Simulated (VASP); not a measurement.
# SrTiO3 (R-3m) in VASP: further runs

Runs on SrTiO3. Level: PBEsol. Tasks: single point.

Everything below comes from runs of VASP 6.6.1. Logs are shortened: lines on timing, memory, paths and dates and some standing lists are left out, and cuts for length are marked.

## (1) The cell of the first run

It takes space group R-3m (No. 166, trigonal). Conventional cell: a = 4.907 Å, b = 4.907 Å, c = 8.475 Å, α = 90.00°, β = 90.00°, γ = 120.00°. Sr (site symmetry -3m) has 12 O at 2.45 to 3.16 Å and 6 Ti at 3.17 Å within 3.2 Å. Within 2.7 Å of Ti (site symmetry -3m) lie 6 O at 2.00 Å. O (site symmetry 2/m) has 2 Ti at 2.00 Å and 2 Sr at 2.45 Å and 4 O at 2.45 Å within 2.7 Å.

## (2) Single point, PBEsol

INCAR

```
ALGO     = Normal         # electronic algorithm
EDIFF    = 1E-7           # SCF threshold, eV
ENCUT    = 520            # plane-wave cutoff, eV
GGA      = PS             # functional
ISIF     = 2              # what is computed and relaxed
ISMEAR   = 0              # smearing method
LASPH    = True           # aspherical terms in the spheres
LCHARG   = False          # write CHGCAR
LREAL    = False          # projectors in reciprocal space
LWAVE    = False          # write WAVECAR
NBANDS   = 28             # bands
NELM     = 100            # most SCF steps
PREC     = Accurate       # precision mode
SIGMA    = 0.05           # smearing width, eV
```

KPOINTS

```
k-points
0
Gamma
  8 8 8
```

POSCAR

```
SrTiO3
1.0
    3.9442829258      0.4742392961      0.4742392961
    0.4742392961      3.9442829258      0.4742392961
    0.4742392961      0.4742392961      3.9442829258
Sr Ti O
1 1 3
Direct
    0.0000000000      0.0000000000      0.0000000000
    0.5000000000      0.5000000000      0.5000000000
    0.0000000000      0.5000000000      0.5000000000
    0.5000000000      0.0000000000      0.5000000000
    0.5000000000      0.5000000000      0.0000000000
```

Potentials or basis: VASP PAW PBE potentials, release 64 (Sr_sv, Ti_sv, O).

The run is started by

```bash
$ cat potpaw_PBE.64/Sr_sv/POTCAR potpaw_PBE.64/Ti_sv/POTCAR potpaw_PBE.64/O/POTCAR > POTCAR
$ mpirun -np 1 vasp_std > vasp.out
```

OUTCAR:

```text
EDIFF = 1E-7
   ENCUT = 520
   GGA = PS
   ISIF = 2
   ISMEAR = 0
   LASPH = True
   LREAL = False
   NELM = 100
   PREC = Accurate

 ion  position               nearest neighbor table
   1  0.000  0.000  0.000-   3 2.45   4 2.45   3 2.45   5 2.45   4 2.45   5 2.45   3 3.16   3 3.16
                             4 3.16   5 3.16   4 3.16   5 3.16   2 3.17   2 3.17   2 3.17   2 3.17
   2  0.500  0.500  0.500-   3 2.00   4 2.00   5 2.00   5 2.00   4 2.00   3 2.00   1 3.17   1 3.17
                             1 3.17   1 3.17   1 3.17   1 3.17
   3  0.000  0.500  0.500-   2 2.00   2 2.00   1 2.45   1 2.45   1 3.16   1 3.16
   4  0.500  0.000  0.500-   2 2.00   2 2.00   1 2.45   1 2.45   1 3.16   1 3.16
   5  0.500  0.500  0.000-   2 2.00   2 2.00   1 2.45   1 2.45   1 3.16   1 3.16

  LATTYP: Found a trigonal (rhomboedric) cell.
 ALAT       =     4.0008966018
 COS(alpha) =     0.2477620922

  Lattice vectors:

 A1 = (   3.9442829258,   0.4742392961,   0.4742392961)
 A2 = (   0.4742392961,   3.9442829258,   0.4742392961)
 A3 = (   0.4742392961,   0.4742392961,   3.9442829258)

Analysis of symmetry for initial positions (statically):
=====================================================================
 Subroutine PRICEL returns:
 Original cell was already a primitive cell.

 Routine SETGRP: Setting up the symmetry group for a
 trigonal (rhombohedral) supercell.

 Subroutine GETGRP returns: Found 12 space group operations
 (whereof 12 operations were pure point group operations)
 out of a pool of 12 trial point group operations.

The static configuration has the point symmetry D_3d.

Analysis of symmetry for dynamics (positions and initial velocities):
=====================================================================
 Subroutine PRICEL returns:
 Original cell was already a primitive cell.

 Routine SETGRP: Setting up the symmetry group for a
 trigonal (rhombohedral) supercell.

 Subroutine GETGRP returns: Found 12 space group operations
 (whereof 12 operations were pure point group operations)
 out of a pool of 12 trial point group operations.

The dynamic configuration has the point symmetry D_3d.

 Subroutine INISYM returns: Found 12 space group operations
 (whereof 12 operations are pure point group operations),
 and found     1 'primitive' translations

----------------------------------------------------------------------------------------

                                     Primitive cell

  volume of cell :      58.9147

  direct lattice vectors                    reciprocal lattice vectors
     3.944282926  0.474239296  0.474239296     0.260248395 -0.027932419 -0.027932419
     0.474239296  3.944282926  0.474239296    -0.027932419  0.260248395 -0.027932419
     0.474239296  0.474239296  3.944282926    -0.027932419 -0.027932419  0.260248395

  length of vectors
     4.000896602  4.000896602  4.000896602     0.263229306  0.263229306  0.263229306

  position of ions in fractional coordinates (direct lattice)
     0.000000000  0.000000000  0.000000000
     0.500000000  0.500000000  0.500000000
     0.000000000  0.500000000  0.500000000
     0.500000000  0.000000000  0.500000000
     0.500000000  0.500000000  0.000000000

  ion indices of the primitive-cell ions
   primitive index   ion index
                 1           1
                 2           2
                 3           3
                 4           4
                 5           5

----------------------------------------------------------------------------------------

 KPOINTS: k-points

Automatic generation of k-mesh.
 Grid dimensions read from file:
 generate k-points for:    8    8    8

 Generating k-lattice:

  Cartesian coordinates                     Fractional coordinates (reciprocal lattice)
     0.032531049 -0.003491552 -0.003491552     0.125000000  0.000000000  0.000000000
    -0.003491552  0.032531049 -0.003491552     0.000000000  0.125000000  0.000000000
    -0.003491552 -0.003491552  0.032531049     0.000000000  0.000000000  0.125000000

  Length of vectors
     0.032903663  0.032903663  0.032903663

  Shift w.r.t. Gamma in fractional coordinates (k-lattice)
     0.000000000  0.000000000  0.000000000

 Subroutine IBZKPT returns following result:
 ===========================================

 Found     65 irreducible k-points:

 Following reciprocal coordinates:
            Coordinates               Weight
  0.000000  0.000000  0.000000      1.000000
  0.125000 -0.000000 -0.000000      6.000000
  0.250000 -0.000000 -0.000000      6.000000
  0.375000  0.000000  0.000000      6.000000
  0.500000 -0.000000 -0.000000      3.000000
  0.125000  0.125000 -0.000000      6.000000
[... 16 lines left out ...]
  0.250000  0.125000  0.125000      6.000000
  0.375000  0.125000  0.125000      6.000000
 [... further k-points ...]
   k-points           NKPTS =     65   k-points in BZ     NKDIM =     65   number of bands    NBANDS=     28
   number of dos      NEDOS =    301   number of ions     NIONS =      5
   total plane-waves  NPLWV =  27000
   dimension x,y,z NGX =    30 NGY =   30 NGZ =   30
   dimension x,y,z NGXF=    60 NGYF=   60 NGZF=   60
   ions per type =               1   1   3
   NGX,Y,Z   is equivalent  to a cutoff of  12.47, 12.47, 12.47 a.u.
   NGXF,Y,Z  is equivalent  to a cutoff of  24.93, 24.93, 24.93 a.u.
 SYSTEM =  unknown system
   PREC   = accura    normal or accurate (medium, high low for compatibility)
   ISTART =      0    job   : 0-new  1-cont  2-samecut
   ICHARG =      2    charge: 1-file 2-atom 10-const
   ISPIN  =      1    spin polarized calculation?
   LNONCOLLINEAR =      F non collinear calculations
   LSORBIT =      F    spin-orbit coupling
   LASPH  =      T    aspherical Exc in radial PAW
   ENCUT  =  520.0 eV  38.22 Ry    6.18 a.u.   7.44  7.44  7.44*2*pi/ulx,y,z
   NELM   =    100;   NELMIN=  2; NELMDL= -5     # of ELM steps
   EDIFF  = 0.1E-06   stopping-criterion for ELM
   LREAL  =      F    real-space projection
   EDIFFG = 0.1E-05   stopping-criterion for IOM
   NSW    =      0    number of steps for IOM
   IBRION =     -1    ionic relax: 0-MD 1-quasi-New 2-CG
   NFREE  =      0    steps in history (QN), initial steepest desc. (CG)
   ISIF   =      2    stress and relaxation
   ISYM   =      2    0-nonsym 1-usesym 2-fastsym
   POTIM  = 0.5000    time-step for ionic-motion
   TEBEG  =    0.0;   TEEND  =   0.0 temperature during run
   PSTRESS=    0.0 pullay stress
   NELECT =      40.0000    total number of electrons
   NUPDOWN=      -1.0000    fix difference up-down
   EMIN   =  10.00;   EMAX   =-10.00  energy-range for DOS
   EFERMI =   0.00;   METHOD = LEGACY
   ISMEAR =     0;   SIGMA  =   0.05  broadening in eV -4-tet -1-fermi 0-gaus
   EFERMI_NEDOS =   21; number of points for ismear=-14 and -15
   IALGO  =     38    algorithm
   IMIX   =      4    mixing-type and parameters
     AMIX     =   0.40;   BMIX     =  1.00
     AMIX_MAG =   1.60;   BMIX_MAG =  1.00
  volume/ion in A,a.u.               =      11.78        79.52
  Fermi-wavevector in a.u.,A,eV,Ry     =   1.438865  2.719061 28.168602  2.070334
  Thomas-Fermi vector in A             =   2.557785
   LORBIT       =      0    0 simple, 1 ext, 2 COOP (PROOUT), +10 PAW based schemes
   GGA     = PS    functional components
   LHFCALC =     F    Hartree Fock is set to
   AEXX    =    0.0000 exact exchange contribution
   IVDW    =     0    specifies the selected vdW correction
   LEPSILON=     F    determine dielectric tensor
   LRPA    =     F    only Hartree local field effects (RPA)
 non-spin polarized calculation
 Gauss-broadening in eV      SIGMA  =   0.05
  energy-cutoff  :      520.00
  volume of cell :       58.91
 maximum number of plane-waves:      1607
 NGX is ok and might be reduce to    30

 number of electron      40.0000018 magnetization

 Free energy of the ion-electron system (eV)
  ---------------------------------------------------
  ext. energy  EPLUGINS =         0.00000000
  ---------------------------------------------------
  free energy    TOTEN  =       -38.75517976 eV

  energy without entropy =      -38.75495255  energy(sigma->0) =      -38.75506616

 E-fermi :   5.1763     XC(G=0): -11.5500

 val. band max:        5.1332475023   @ k =   0.5000   0.5000   0.5000
 cond. band min:       5.2077308792   @ k =   0.0000   0.0000   0.0000
 fundamental gap:      0.0744833770
 Fermi energy:         5.1763408498

 k-point     1 :       0.0000    0.0000    0.0000
  band No.  band energies     occupation
      1     -52.2435      2.00000
      2     -28.6662      2.00000
      3     -28.6662      2.00000
      4     -28.4562      2.00000
      5     -28.1761      2.00000
      6     -13.3148      2.00000
[... 20 lines left out ...]
     27      10.2047      0.00000
     28      10.2047      0.00000

 k-point     2 :       0.1250   -0.0000   -0.0000
  band No.  band energies     occupation
      1     -52.2434      2.00000
      2     -28.6781      2.00000
      3     -28.6658      2.00000
      4     -28.4614      2.00000
      5     -28.1623      2.00000
      6     -13.3531      2.00000
[... 20 lines left out ...]
     27      10.3627      0.00000
     28      10.4039      0.00000

 k-point     3 :       0.2500   -0.0000   -0.0000
  band No.  band energies     occupation
      1     -52.2430      2.00000
      2     -28.7063      2.00000
      3     -28.6650      2.00000
      4     -28.4713      2.00000
      5     -28.1322      2.00000
      6     -13.4826      2.00000
[... 20 lines left out ...]
     27      10.5651      0.00000
     28      11.0270      0.00000

 k-point     4 :       0.3750    0.0000    0.0000
  band No.  band energies     occupation
      1     -52.2426      2.00000
      2     -28.7336      2.00000
      3     -28.6642      2.00000
      4     -28.4788      2.00000
      5     -28.1052      2.00000
      6     -13.6376      2.00000
[... 578 lines left out ...]
     27      10.5357      0.00000
     28      10.5357      0.00000

 k-point    23 :       0.2500    0.1250    0.1250
  band No.  band energies     occupation
      1     -52.2427      2.00000
      2     -28.6885      2.00000
      3     -28.6702      2.00000
      4     -28.4938      2.00000
      5     -28.1355      2.00000
      6     -13.2370      2.00000
[... 20 lines left out ...]
     27      10.7297      0.00000
     28      11.1562      0.00000

 k-point    24 :       0.3750    0.1250    0.1250
  band No.  band energies     occupation
      1     -52.2422      2.00000
      2     -28.7157      2.00000
      3     -28.6694      2.00000
      4     -28.4971      2.00000
      5     -28.1134      2.00000
      6     -13.3821      2.00000
[... 20 lines left out ...]
     27      10.9251      0.00000
     28      12.3323      0.00000

 [... further k-points ...]
[... 5 lines left out ...]
  --------------------------------------------------------------------------------------
  -------------------------------------------------------------------------------------
  Total        2.6607908      2.6607908      2.6607908     -9.5357924     -9.5357924     -9.5357924
  in kB       72.3598057     72.3598057     72.3598057   -259.3244406   -259.3244406   -259.3244406
  external PRESSURE =      72.3598057 kB  Pullay stress =       0.0000000 kB

 VOLUME and BASIS-vectors are now :
 -----------------------------------------------------------------------------
  energy-cutoff  :      520.00
  volume of cell :       58.91
      direct lattice vectors                 reciprocal lattice vectors
     3.944282926  0.474239296  0.474239296     0.260248395 -0.027932419 -0.027932419
     0.474239296  3.944282926  0.474239296    -0.027932419  0.260248395 -0.027932419
     0.474239296  0.474239296  3.944282926    -0.027932419 -0.027932419  0.260248395

 POSITION                                       TOTAL-FORCE (eV/Angst)
 -----------------------------------------------------------------------------------
      0.00000      0.00000      0.00000        -0.000000      0.000000     -0.000000
      2.44638      2.44638      2.44638        -0.000000     -0.000000     -0.000000
      0.47424      2.20926      2.20926         0.000000      0.000000      0.000000
      2.20926      0.47424      2.20926         0.000000      0.000000     -0.000000
      2.20926      2.20926      0.47424        -0.000000      0.000000      0.000000
 -----------------------------------------------------------------------------------
    total drift:                                0.000000      0.000000     -0.000000

  FREE ENERGIE OF THE ION-ELECTRON SYSTEM (eV)
  ---------------------------------------------------
  free  energy   TOTEN  =       -38.7551797628 eV

  energy  without entropy=      -38.7549525475  energy(sigma->0) =      -38.75506616
```

Wall time 3.3 min (1 thread of Intel Xeon 8259CL, shared host); peak memory 0.25 GiB.

What came out:

- Free energy: -38.7552 eV
- Pressure: 7.2 GPa
- Band gap on the k mesh: 0.07 eV (least direct gap 0.10 eV)

Stress tensor (GPa, compression positive):
```
  7.24 -25.93 -25.93
-25.93   7.24 -25.93
-25.93 -25.93   7.24
```

Levels at points of the mesh, in eV from the valence-band top:
| k point | band 16 | band 17 | band 18 | band 19 | band 20 | band 21 | band 22 | band 23 | band 24 | band 25 |
| --- | --- | --- | --- | --- | --- | --- | --- | --- | --- | --- |
| (0.00, 0.00, 0.00) | -2.39 | -2.39 | -1.08 | -0.03 | -0.03 | 0.07 | 0.07 | 0.35 | 2.84 | 2.84 |
| (0.50, 0.00, 0.00) | -2.96 | -2.96 | -2.71 | -2.68 | -0.27 | 0.63 | 2.02 | 2.37 | 2.96 | 4.75 |
| (0.50, 0.50, 0.00) | -3.54 | -2.97 | -2.15 | -1.99 | -0.30 | 1.86 | 2.09 | 2.75 | 3.61 | 6.63 |
| (0.50, 0.50, 0.50) | -3.80 | -3.80 | -0.77 | 0.00 | 0.00 | 2.68 | 2.68 | 3.14 | 5.51 | 5.51 |

Caveat: the cell stands under pressure; semilocal functionals underestimate gaps, and a narrow one can read as zero; the PAW data sets were made with another functional, which shifts forces and pressure a little. A k mesh can miss the band edges.

## (3) Single point, PBEsol

This run uses another cell than the first one, of the same volume but with other edges.

INCAR

```
PREC     = Accurate       # precision mode
ENCUT    = 520            # plane-wave cutoff, eV
EDIFF    = 1E-6           # SCF threshold, eV
ISMEAR   = 0              # smearing method
SIGMA    = 0.05           # smearing width, eV
LREAL    = F              # projectors in reciprocal space
LASPH    = T              # aspherical terms in the spheres
NELM     = 100            # most SCF steps
ALGO     = Normal         # electronic algorithm
ISIF     = 2              # what is computed and relaxed
LWAVE    = F              # write WAVECAR
LCHARG   = T              # write CHGCAR
GGA      = PS             # functional
LELF     = T              # ELF
LVHAR    = T            
NBANDS   = 28             # bands
```

KPOINTS

```
regular mesh
0
Gamma
  8 8 8
```

Changes to POSCAR since step 2:

```diff
@@ -2,5 +2,5 @@
 1.0
-    3.9442829258      0.4742392961      0.4742392961
-    0.4742392961      3.9442829258      0.4742392961
-    0.4742392961      0.4742392961      3.9442829258
+    3.9983086453     -0.6151244070     -0.6151244070
+   -0.6151244070      3.9983086453     -0.6151244070
+   -0.6151244070     -0.6151244070      3.9983086453
 Sr Ti O
```

Potentials or basis: VASP PAW PBE potentials, release 64 (Sr_sv, Ti_sv, O).

The run is started by

```bash
$ cat potpaw_PBE.64/Sr_sv/POTCAR potpaw_PBE.64/Ti_sv/POTCAR potpaw_PBE.64/O/POTCAR > POTCAR
$ mpirun -np 1 vasp_std > vasp.out
```

OUTCAR:

```text
PREC = Accurate
   ENCUT = 520
   EDIFF = 1E-6
   ISMEAR = 0
   LREAL = F
   LASPH = T
   NELM = 100
   ISIF = 2
   GGA = PS

 ion  position               nearest neighbor table
   1  0.000  0.000  0.000-   2 2.40   2 2.40   4 2.47   5 2.47   3 2.47   4 2.47   5 2.47   3 2.47
                             3 3.26   4 3.26   5 3.26   4 3.26   3 3.26   5 3.26   2 3.85   2 3.85
   2  0.500  0.500  0.500-   3 2.05   4 2.05   5 2.05   5 2.05   4 2.05   3 2.05   1 2.40   1 2.40
                             1 3.85   1 3.85   1 3.85   1 3.85   1 3.85   1 3.85
   3  0.000  0.500  0.500-   2 2.05   2 2.05   1 2.47   1 2.47   1 3.26   1 3.26
[... 951 lines left out ...]
  -------------------------------------------------------------------------------------
  Total        4.0480951      4.0480951      4.0480951     12.6657349     12.6657349     12.6657349
  in kB      110.0873378    110.0873378    110.0873378    344.4427582    344.4427582    344.4427582
  external PRESSURE =     110.0873378 kB  Pullay stress =       0.0000000 kB

 VOLUME and BASIS-vectors are now :
 -----------------------------------------------------------------------------
  energy-cutoff  :      520.00
  volume of cell :       58.91
      direct lattice vectors                 reciprocal lattice vectors
     3.998308645 -0.615124407 -0.615124407     0.264926836  0.048168516  0.048168516
    -0.615124407  3.998308645 -0.615124407     0.048168516  0.264926836  0.048168516
    -0.615124407 -0.615124407  3.998308645     0.048168516  0.048168516  0.264926836

 POSITION                                       TOTAL-FORCE (eV/Angst)
 -----------------------------------------------------------------------------------
      0.00000      0.00000      0.00000        -0.000000     -0.000000     -0.000000
      1.38403      1.38403      1.38403         0.000000     -0.000000      0.000000
     -0.61512      1.69159      1.69159        -0.000000      0.000000     -0.000000
      1.69159     -0.61512      1.69159         0.000000      0.000000     -0.000000
      1.69159      1.69159     -0.61512        -0.000000      0.000000     -0.000000
 -----------------------------------------------------------------------------------
    total drift:                               -0.000000      0.000000     -0.000000

  FREE ENERGIE OF THE ION-ELECTRON SYSTEM (eV)
  ---------------------------------------------------
  free  energy   TOTEN  =       -34.7793926425 eV

  energy  without entropy=      -34.7746201887  energy(sigma->0) =      -34.77700642
```

OSZICAR:

```text
N       E                     dE             d eps       ncg     rms          rms(c)
DAV:   1     0.431058361823E+03    0.43106E+03   -0.21494E+04  3640   0.160E+03
DAV:   2     0.548959454308E+01   -0.42557E+03   -0.40445E+03  3940   0.440E+02
DAV:   3    -0.426099337646E+02   -0.48100E+02   -0.46812E+02  5092   0.139E+02
DAV:   4    -0.448437288200E+02   -0.22338E+01   -0.22236E+01  5344   0.269E+01
DAV:   5    -0.449035313324E+02   -0.59803E-01   -0.59794E-01  5068   0.367E+00    0.314E+01
DAV:   6    -0.389367359313E+02    0.59668E+01   -0.88395E+01  5244   0.664E+01    0.399E+01
DAV:   7    -0.363418666342E+02    0.25949E+01   -0.69921E+01  4876   0.563E+01    0.175E+01
DAV:   8    -0.348616103091E+02    0.14803E+01   -0.73728E+00  4896   0.234E+01    0.774E+00
DAV:   9    -0.347836170869E+02    0.77993E-01   -0.85542E-01  4528   0.530E+00    0.103E+00
DAV:  10    -0.347845025832E+02   -0.88550E-03   -0.33484E-02  4736   0.146E+00    0.102E+00
DAV:  11    -0.347796007474E+02    0.49018E-02   -0.44523E-02  4480   0.214E+00    0.259E-01
DAV:  12    -0.347793766866E+02    0.22406E-03   -0.16070E-03  4428   0.448E-01    0.110E-01
DAV:  13    -0.347793973375E+02   -0.20651E-04   -0.25614E-04  5704   0.144E-01    0.393E-02
DAV:  14    -0.347793911587E+02    0.61788E-05   -0.84225E-05  5000   0.542E-02    0.972E-03
DAV:  15    -0.347793929595E+02   -0.18008E-05   -0.78265E-06  3772   0.178E-02    0.978E-03
DAV:  16    -0.347793926425E+02    0.31706E-06   -0.48700E-06  2824   0.139E-02
   1 F= -.34779393E+02 E0= -.34777006E+02  d E =-.477245E-02
```

It took 2.8 min on 1 thread of Intel Xeon 8259CL, shared host; peak memory 0.25 GiB.

Results:

* Free energy: -34.7794 eV
* Pressure: 11.0 GPa
* Band gap on the k mesh: zero (bands 20 and 21 overlap by 0.46 eV)

Caveat: the cell stands under pressure; the PAW data sets were made with another functional, which shifts forces and pressure a little.

(Continued in part 2 of 2.)
